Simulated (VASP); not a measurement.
Input of a VASP 6.6.1 run:

Contents of INCAR:

```
SYSTEM = Ti
PREC = Accurate ; ENCUT = 520
EDIFF = 1E-7 ; ISMEAR = -1
SIGMA = 0.05 ; LREAL = .False.
LASPH = .True. ; NELM = 60
ALGO = Normal ; ISIF = 2
LWAVE = .False. ; LCHARG = .False.
NBANDS = 12
```

Contents of KPOINTS:

```
regular mesh
0
Gamma
  11 11 11
  0 0 0
```

File POSCAR:

```
Ti
1.0
   -1.6410000000      1.6410000000      1.6410000000
    1.6410000000     -1.6410000000      1.6410000000
    1.6410000000      1.6410000000     -1.6410000000
Ti
1
Direct
    0.0000000000      0.0000000000      0.0000000000
```

Potentials or basis: VASP PAW LDA potentials, release 64 (Ti_sv).

Launch:

```sh
$ cat potpaw_LDA.64/Ti_sv/POTCAR > POTCAR
$ mpirun -np 1 vasp_std > vasp.out
```

Question: Predict the pressure.

Answer: -11.0 GPa.

Question: Estimate the band gap on the k mesh.

Answer: Zero (band 6 reaches 8.62 eV, above the bottom of band 7 at 7.07 eV).
